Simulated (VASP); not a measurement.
## ZrO2 (Cubic zirconia): single point with PBEsol+D4

Crystal: ZrO2 (Cubic zirconia).

```xyz
3
Lattice="0.0000 2.5350 2.5350 2.5350 0.0000 2.5350 2.5350 2.5350 0.0000" Properties=species:S:1:pos:R:3 pbc="T T T"
Zr    0.0000    0.0000    0.0000
O     1.2675    1.2675    1.2675
O     3.8025    3.8025    3.8025
```

```
Program             : VASP 6.6.1
Task                : single point
Functional          : PBEsol
Dispersion          : D4
Potentials or basis : VASP PAW PBE potentials, release 64 (Zr_sv, O)
Cutoff              : 600 eV
k mesh              : 8 × 8 × 8
Occupations         : gaussian, width 0.01 eV
Spin                : no spin polarisation
```

```json
{"Pressure": "-2.8 GPa", "Band gap on the k mesh": "3.31 eV, indirect (least direct gap 3.75 eV)", "Dispersion energy per atom": "-0.121 eV"}
```

Levels at points of the mesh, in eV from the valence-band top:
```tsv
k point	band 8	band 9	band 10	band 11	band 12	band 13	band 14	band 15	band 16	band 17
(0.00, 0.00, 0.00)	-5.35	-5.35	-0.54	-0.54	-0.54	3.31	3.31	6.46	9.55	9.55
(0.50, 0.00, 0.00)	-4.33	-2.60	-2.52	-1.67	-1.67	3.99	3.99	6.20	8.61	8.61
(0.50, 0.50, 0.00)	-3.20	-3.20	-1.54	-1.54	0.00	3.75	4.76	5.93	7.39	7.39
```

Run time: 33 s on 1 thread of AMD EPYC 7R13, on a shared host, peak memory 0.15 GiB.

Caveat: the PAW data sets were made with another functional, which shifts forces and pressure a little. As with any semilocal functional, this PBEsol gap is likely too small.
